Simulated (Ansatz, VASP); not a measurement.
# One calculation of PbO, two programs

Contents of POSCAR:

```
PbO
1.0
   -3.9744000000      0.0000000000      0.0000000000
    0.0000000000     -3.9744000000      0.0000000000
    0.0000000000      0.0000000000      5.0220000000
Pb O
2 2
Direct
    0.0000000000      0.5000000000      0.2385000000
    0.5000000000      0.0000000000      0.7683000000
    0.0000000000      0.0000000000      0.0034000000
    0.5000000000      0.5000000000      0.0034000000
```

INCAR.step1

```
SYSTEM = PbO
PREC = Accurate ; ENCUT = 660
ISMEAR = 0 ; SIGMA = 0.1
LREAL = .FALSE. ; LASPH = .TRUE.
NELM = 120 ; NBANDS = 28
GGA = PE ; ALGO = Normal
EDIFF = 1E-5 ; LWAVE = .TRUE.
LCHARG = .FALSE. ; GGA_COMPAT = .FALSE.
```

File INCAR.step2:

```
SYSTEM = PbO
PREC = Accurate ; ENCUT = 660
EDIFF = 1E-6 ; ISMEAR = 0
SIGMA = 0.1 ; LREAL = .FALSE.
LASPH = .TRUE. ; NELM = 120
ALGO = Normal ; ISIF = 2
LWAVE = .FALSE. ; LCHARG = .FALSE.
METAGGA = R2SCAN ; LMIXTAU = .TRUE.
NBANDS = 28 ; ISTART = 1
GGA_COMPAT = .FALSE.
```

File KPOINTS:

```
Automatic mesh
0
G
  4 4 4
  0 0 0
```

Input for Ansatz:

```yaml
crystal:
  lattice:
    - [-3.9744, 0.0, 0.0]
    - [0.0, -3.9744, 0.0]
    - [0.0, 0.0, 5.022]
  atoms:
    - { symbol: Pb, position: [0.0, 0.5, 0.2385] }
    - { symbol: Pb, position: [0.5, 0.0, 0.7683] }
    - { symbol: O, position: [0.0, 0.0, 0.0034] }
    - { symbol: O, position: [0.5, 0.5, 0.0034] }
basis:
  ecutwfc: 500
kpoints:
  mp_grid: { grid: [4, 4, 4] }
hamiltonian:
  xc: r2scan
scf:
  occupations: { method: gaussian, width: 0.1 }
output:
  forces: true
  stress: true
  eigenvalues: true
```

Alike in both runs: task single point; functional r2SCAN; k mesh 4 × 4 × 4; occupations gaussian, width 0.1 eV; no spin polarisation.

|  | VASP | Ansatz |
| --- | --- | --- |
| version | VASP 6.6.1 | Ansatz 0.2.0 |
| potentials or method | VASP PAW PBE potentials, release 64 (Pb_d, O), cutoff 660 eV | scalar-relativistic, plane waves, PAW |
| valence electrons in the cell | 40 | 40 |

```tsv
	VASP	Ansatz	Ansatz less VASP
gap on the k mesh at the Fermi level (eV)	1.56	1.56	-0.002
least direct gap on the mesh (eV)	2.74	2.75	+0.008
pressure (GPa)	2.1	1.6	-0.44
traceless stress, the component that is largest in VASP (GPa)	-0.12	-0.01	+0.106
rms of the force components (eV/Å)	0.075	0.031	-0.0433
```

VASP's potentials were made for PBE, not for r2SCAN. Atom by atom the forces differ by 0.043 eV/Å (rms over components). The functional is the same, so the differences come from potentials, cutoffs and numerics.

Neither program's run includes spin-orbit coupling.
